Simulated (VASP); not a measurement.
Here is a VASP 6.6.1 calculation.

The input INCAR:

```
SYSTEM = MgO
PREC     = Accurate       ! precision mode
ENCUT    = 600            ! plane-wave cutoff, eV
EDIFF    = 1E-6           ! SCF threshold, eV
ISMEAR   = 0              ! smearing method
SIGMA    = 0.01           ! smearing width, eV
LREAL    = .False.        ! projectors in reciprocal space
LASPH    = .True.         ! aspherical terms in the spheres
NELM     = 120            ! most SCF steps
ALGO     = Normal         ! electronic algorithm
ISIF     = 2              ! what is computed and relaxed
LWAVE    = .False.        ! write WAVECAR
LCHARG   = .False.        ! write CHGCAR
GGA      = CA             ! functional
NBANDS   = 11             ! bands
GGA_COMPAT= .False.
```

KPOINTS

```
regular mesh
0
Gamma
  4 4 4
  0 0 0
```

Contents of POSCAR:

```
MgO
1.0
    0.0000000000      2.1021680256      2.1021680256
    2.1021680256      0.0000000000      2.1021680256
    2.1021680256      2.1021680256      0.0000000000
Mg O
1 1
Direct
    0.0000000000      0.0000000000      0.0000000000
    0.5000000000      0.5000000000      0.5000000000
```

Potentials or basis: VASP PAW LDA potentials, release 64 (Mg, O).

Command:

```sh
$ cat potpaw_LDA.64/Mg/POTCAR potpaw_LDA.64/O/POTCAR > POTCAR
$ mpirun -np 1 vasp_std > vasp.out
```

Problem. What does it give for the band gap on the k mesh?

Solution. 4.70 eV, direct.

Problem. Predict the pressure.

Solution. -7.1 GPa.

Caveat: the k points lie up to 0.65 Å⁻¹ apart. As with any semilocal functional, this LDA gap is likely too small.
